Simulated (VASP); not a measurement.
BP: single point with PBE

The system is BP.

```
B P
1.0
     3.21420    0.00000    0.00000
    -1.60710    2.78358    0.00000
     0.00000    0.00000    9.86536
B P
2 2
Cartesian
  0.0000 1.8557 2.4663
  1.6071 0.9279 7.3990
  1.6071 0.9279 2.4663
  0.0000 1.8557 7.3990
```

```yaml
Program: VASP 6.6.1
Task: single point
Functional: PBE
Potentials_or_basis: VASP PAW PBE potentials, release 64 (B, P)
Cutoff: 520 eV
k_mesh: 12 × 12 × 6
Occupations: fermi-dirac, width 0.02 eV
Spin: no spin polarisation
```

```yaml
Pressure: -0.1 GPa
Band_gap_on_the_k_mesh: 0.91 eV, direct
```

Stress tensor (GPa, compression positive):
```
-0.20  0.00  0.00
 0.00 -0.20  0.00
 0.00  0.00  0.00
```

Levels at points of the mesh, in eV from the valence-band top:
| k point | band 5 | band 6 | band 7 | band 8 | band 9 | band 10 | band 11 | band 12 |
| --- | --- | --- | --- | --- | --- | --- | --- | --- |
| (0.00, 0.00, 0.00) | -1.64 | -1.64 | -1.64 | -1.64 | 3.25 | 4.66 | 4.66 | 4.68 |
| (0.50, 0.00, 0.00) | -3.62 | -3.62 | -1.20 | -0.88 | 1.28 | 1.71 | 2.83 | 2.87 |
| (0.00, 0.00, 0.50) | -1.64 | -1.64 | -1.64 | -1.64 | 4.33 | 4.33 | 4.67 | 4.67 |
| (0.50, 0.00, 0.50) | -3.62 | -3.62 | -1.05 | -1.05 | 1.48 | 1.48 | 2.85 | 2.85 |

Run time: 32 s on 1 thread of Intel(R) Xeon(R) 6975P-C (Granite Rapids), on a shared host, peak memory 0.24 GiB.

Caveat: this functional lacks dispersion, which binds the layers, so the pressure and a relaxed spacing across them are unreliable. Expect the measured gap to be larger: semilocal functionals such as PBE lack the derivative discontinuity.
